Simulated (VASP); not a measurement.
A run of VASP 6.6.1 is set up as follows.

INCAR

```
  ALGO = Normal
  EDIFF = 1E-6
  ENCUT = 520
  GGA = PS
  ISIF = 2
  ISMEAR = -1
  LASPH = T
  LCHARG = T
  LELF = T
  LREAL = F
  LVHAR = T
  LWAVE = F
  NBANDS = 12
  NELM = 80
  PREC = Accurate
  SIGMA = 0.05
```

File KPOINTS:

```
k-points
0
Gamma
  10 10 6
```

The input POSCAR:

```
Cd
1.0
    1.6806200000     -2.3992800000      0.0000000000
    1.6806200000      2.3992800000      0.0000000000
    0.0000000000      0.0000000000      4.6933500000
Cd
1
Direct
    0.5000000000      0.5000000000      0.5000000000
```

Potentials or basis: VASP PAW PBE potentials, release 64 (Cd).

Run with:

```bash
$ cat potpaw_PBE.64/Cd/POTCAR > POTCAR
$ mpirun -np 1 vasp_std > vasp.out
```

What does it give for the band gap on the k mesh?

Zero (band 6 reaches 1.42 eV, above the bottom of band 7 at -1.53 eV).

What does it give for the pressure?

-2.7 GPa.

Stress tensor (GPa, compression positive):
```
-4.22  0.00  0.00
 0.00 -1.91  0.00
 0.00  0.00 -1.86
```

Caveat: the PAW data sets were made with another functional, which shifts forces and pressure a little.
